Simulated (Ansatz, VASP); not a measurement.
Be2SO3 in VASP and in Ansatz

```
Be S O
1.0
     4.82710    0.00000    0.00000
    -2.41355    4.18039    0.00000
     0.00000    0.00000    2.43421
Be S O
2 1 3
Direct
  0.33333 0.66667 0.50000
  0.66667 0.33333 0.50000
  0.00000 0.00000 0.00000
  0.50000 0.00000 0.00000
  0.00000 0.50000 0.00000
  0.50000 0.50000 0.00000
```

Alike in both runs: functional PBE; k mesh 6 × 6 × 8; occupations gaussian, width 0.1 eV; no spin polarisation.

Ansatz relaxed the structure, and its values are those at the end. VASP's run is a single point on that final structure, the one shown.

|  | VASP | Ansatz |
| --- | --- | --- |
| version | VASP 6.6.1 | Ansatz 0.2.0 |
| potentials or method | VASP PAW PBE potentials, release 64 (Be, S, O), cutoff 520 eV | scalar-relativistic, plane waves, PAW |
| valence electrons in the cell | 28 | 28 |

|  | VASP | Ansatz | Ansatz less VASP |
| --- | --- | --- | --- |
| gap on the k mesh at the Fermi level (eV) | none | none | - |
| pressure (GPa) | 0.0 | 0.0 | -0.07 |

A gap of «none» marks a metal or a gap that the smearing closes.
